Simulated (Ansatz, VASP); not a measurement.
One calculation of Tl2I, two programs

```
Tl I
1.0
     0.00000    4.06838    4.06838
     4.06838    0.00000    4.06838
     4.06838    4.06838    0.00000
Tl I
2 1
Direct
  0.25000 0.25000 0.25000
  0.75000 0.75000 0.75000
  0.00000 0.00000 0.00000
```

Alike in both runs: functional r2SCAN; k mesh 4 × 4 × 4; occupations gaussian, width 0.1 eV; no spin polarisation.

Ansatz relaxed the structure, and its values are those at the end. VASP's run is a single point on that final structure, the one shown.

```csv
,VASP,Ansatz
version,VASP 6.6.1,Ansatz 0.2.0
potentials or method,"VASP PAW PBE potentials, release 64 (Tl_d, I), cutoff 520 eV","scalar-relativistic, plane waves, PAW"
valence electrons in the cell,33,43
```

```csv
,VASP,Ansatz,Ansatz less VASP
gap on the k mesh at the Fermi level (eV),none,none,-
pressure (GPa),0.2,0.2,+0.03
```

VASP's potentials were made for PBE, not for r2SCAN. A gap of «none» marks a metal or a gap that the smearing closes. VASP's potentials hold 33 valence electrons a cell and Ansatz's 43, so a difference there can come from the potentials and not from the codes.

Neither program's run includes spin-orbit coupling.
